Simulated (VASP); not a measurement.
**Pt: single point with PBE**

Crystal: Pt.

```
CELL_PARAMETERS angstrom
0.00000 3.10489 0.00000
3.10489 0.00000 0.00000
1.55245 1.55245 -2.60623
ATOMIC_POSITIONS crystal
Pt 0.00000 0.00000 0.00000
```

* Program: VASP 6.6.1
* Task: single point
* Functional: PBE
* Potentials or basis: VASP PAW PBE potentials, release 64 (Pt)
* Cutoff: 520 eV
* k mesh: 7 × 7 × 7
* Occupations: fermi-dirac, width 0.1 eV
* Spin: no spin polarisation

The pressure is -29.2 GPa. The band gap on the k mesh is zero (band 5 reaches 4.18 eV, above the bottom of band 6 at 3.21 eV).

Stress tensor (GPa, compression positive):
```
-29.70   0.00   0.00
  0.00 -29.70   0.00
  0.00   0.00 -28.18
```

Levels at points of the mesh, in eV from the Fermi level:
| k point | band 2 | band 3 | band 4 | band 5 | band 6 | band 7 | band 8 | band 9 |
| --- | --- | --- | --- | --- | --- | --- | --- | --- |
| (0.00, 0.00, 0.00) | -2.33 | -1.33 | -1.23 | -1.23 | -0.29 | 15.04 | 16.27 | 17.13 |

It took 7.8 s on 1 thread of Intel(R) Xeon(R) Platinum 8375C CPU @ 2.90GHz (Ice Lake), with other jobs on the host, peak memory 0.15 GiB.

Caveat: spin-orbit coupling is left out, which moves the levels of the heavy elements.
